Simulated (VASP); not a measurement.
Here is a VASP 6.6.1 calculation.

The input INCAR:

```
SYSTEM = KF
ALGO     = Normal         ! electronic algorithm
EDIFF    = 1E-6           ! SCF threshold, eV
ENCUT    = 600            ! plane-wave cutoff, eV
GGA      = CA             ! functional
GGA_COMPAT= .False.      
ISIF     = 2              ! what is computed and relaxed
ISMEAR   = 0              ! smearing method
ISPIN    = 2              ! spin polarisation
LASPH    = .True.         ! aspherical terms in the spheres
LCHARG   = .False.        ! write CHGCAR
LDAU     = .True.         ! DFT+U
LDAUJ    = 0 0          
LDAUL    = -1 1           ! shell
LDAUPRINT= 1            
LDAUTYPE = 2            
LDAUU    = 0 1.2          ! U, eV
LORBIT   = 11             ! projections on sites
LREAL    = .False.        ! projectors in reciprocal space
LWAVE    = .False.        ! write WAVECAR
MAGMOM   = 0 0            ! initial moments
NBANDS   = 19             ! bands
NELM     = 200            ! most SCF steps
PREC     = Accurate       ! precision mode
SIGMA    = 0.1            ! smearing width, eV
```

File KPOINTS:

```
k-points
0
Gamma
  8 8 8
  0 0 0
```

POSCAR

```
KF
1.0
    0.0000000000      2.6544134050      2.6544134050
    2.6544134050      0.0000000000      2.6544134050
    2.6544134050      2.6544134050      0.0000000000
K F
1 1
Direct
    0.0000000000      0.0000000000      0.0000000000
    0.5000000000      0.5000000000      0.5000000000
```

Potentials or basis: VASP PAW LDA potentials, release 64 (K_sv, F).

Run with:

```console
$ cat potpaw_LDA.64/K_sv/POTCAR potpaw_LDA.64/F/POTCAR > POTCAR
$ mpirun -np 1 vasp_std > vasp.out
```

Q: Predict the pressure.

A: -3.1 GPa.

Q: What does it give for the net moment?

A: 0.00 μB per cell.

Q: Estimate the band gap on the k mesh.

A: 5.99 eV.

Caveat: the cell stands under tension. A k mesh can miss the band edges.
